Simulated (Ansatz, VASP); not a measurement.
**Ga2GeSe2: VASP beside Ansatz**

```
CELL_PARAMETERS angstrom
4.94096 0.00000 0.00000
-2.47048 4.27900 0.00000
0.00000 0.00000 7.43929
ATOMIC_POSITIONS crystal
Ga 0.33333 0.66667 0.50000
Ga 0.66667 0.33333 0.50000
Ge 0.00000 0.00000 0.50000
Se 0.00000 0.00000 0.17322
Se 0.00000 0.00000 0.82678
```

Alike in both runs: functional PBE; k mesh 12 × 12 × 6; occupations gaussian, width 0.1 eV; no spin polarisation.

Ansatz relaxed the structure, and its values are those at the end. VASP's run is a single point on that final structure, the one shown.

```csv
,VASP,Ansatz
version,VASP 6.6.1,Ansatz 0.2.0
potentials or method,"VASP PAW PBE potentials, release 64 (Ga_d, Ge_d, Se), cutoff 520 eV","scalar-relativistic, plane waves, PAW"
valence electrons in the cell,52,72
```

```csv
,VASP,Ansatz,Ansatz less VASP
gap on the k mesh at the Fermi level (eV),none,none,-
pressure (GPa),0.0,0.0,-0.04
rms of the force components (eV/Å),0.000,0.003,+0.0033
```

A gap of «none» marks a metal or a gap that the smearing closes. VASP's potentials hold 52 valence electrons a cell and Ansatz's 72, so a difference there can come from the potentials and not from the codes.
